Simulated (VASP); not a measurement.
As, 1 atom in the cell. It takes space group Pm-3m (No. 221, cubic). The conventional cell has a = 2.688 Å, b = 2.688 Å, c = 2.688 Å, α = 90.00°, β = 90.00°, γ = 90.00°. As (site symmetry m-3m) has 6 As at 2.69 Å within 3.5 Å. 

| Item | Value |
| --- | --- |
| Program | VASP 6.6.1 |
| Task | single point |
| Functional | PBEsol |
| Potentials or basis | VASP PAW PBE potentials, release 64 (As) |
| Cutoff | 520 eV |
| k mesh | 10 × 10 × 10 |
| Occupations | fermi-dirac, width 0.1 eV |
| Spin | no spin polarisation |
| Dipole correction | no |
| Further INCAR settings | ALGO = Normal; EDIFF = 1e-06; NBANDS = 8 |

Potentials or basis: VASP PAW PBE potentials, release 64 (As).

Command:

```console
$ cat potpaw_PBE.64/As/POTCAR > POTCAR
$ mpirun -np 1 vasp_std > vasp.out
```

Hardware: 1 thread of Intel(R) Xeon(R) 6975P-C (Granite Rapids), with other jobs on the host.

Q: Estimate the wall time of this run.

A: Run time: 3.3 s on 1 thread of Intel(R) Xeon(R) 6975P-C (Granite Rapids) (shared host), peak memory 0.12 GiB. Counts: scf iterations 9, k points 56.
